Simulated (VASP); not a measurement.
Runs of VASP 6.6.1 on Bi. The structure is that of space group Im-3m (No. 229), or close to it. The cells are those of the table. 

```csv
cell,gap on the mesh (eV),pressure (GPa)
"a = 3.284 Å, angles 109.5°, 1 atom",none,7.1
"a = 3.389 Å, angles 109.5°, 1 atom",none,(b)
"a = 3.319 Å, angles 109.5°, 1 atom",none,4.3
"a = 3.487 Å, angles 109.5°, 1 atom",none,(a)
"a = 3.354 Å, angles 109.5°, 1 atom",none,1.9
```

Alike in all rows: task single point; level PBEsol; potentials or basis VASP PAW PBE potentials, release 64 (Bi_d); no spin polarisation; k mesh 16 × 16 × 16; cutoff (eV) 500; smearing gaussian 0.1 eV.

Task: Estimate the missing entries.

Result: (a) -4.1; (b) -0.1.

Caveats: the PAW data sets were made with another functional, which shifts forces and pressure a little; spin-orbit coupling is left out, which moves the levels of the heavy elements.

A k mesh can miss the band edges, and the runs leave out spin-orbit coupling on Bi.

A gap of «none» marks levels without a gap at the run's occupations.
